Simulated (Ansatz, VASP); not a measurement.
## Cu in VASP and in Ansatz

```
CELL_PARAMETERS angstrom
-1.20306 1.20306 1.20306
1.20306 -1.20306 1.20306
1.20306 1.20306 -1.20306
ATOMIC_POSITIONS crystal
Cu 0.00000 0.00000 0.00000
```

Change from the starting cell: volume scaled by 0.58, PAW files.

Alike in both runs: task single point; functional PBE; k mesh 18 × 18 × 18; occupations fermi-dirac, width 0.1 eV; no spin polarisation.

|  | VASP | Ansatz |
| --- | --- | --- |
| version | VASP 6.6.1 | Ansatz 0.2.0 |
| potentials or method | VASP PAW PBE potentials, release 64 (Cu) | PAW with Ansatz's default frozen-core files, scalar-relativistic |
| plane-wave cutoff (eV) | 520 | 420 |
| valence electrons in the cell | 11 | 19 |

VASP gave:

- pressure (GPa): 293.5

**Question.** Estimate Ansatz's values.

**Answer.** Pressure (GPa): 291.3.

Both programs put the cell under a high pressure, so it lies far from rest at this level. VASP's potentials hold 11 valence electrons a cell and Ansatz's 19, so a difference there can come from the potentials and not from the codes.

Noted on VASP's run: the cell as given lies far from equilibrium.
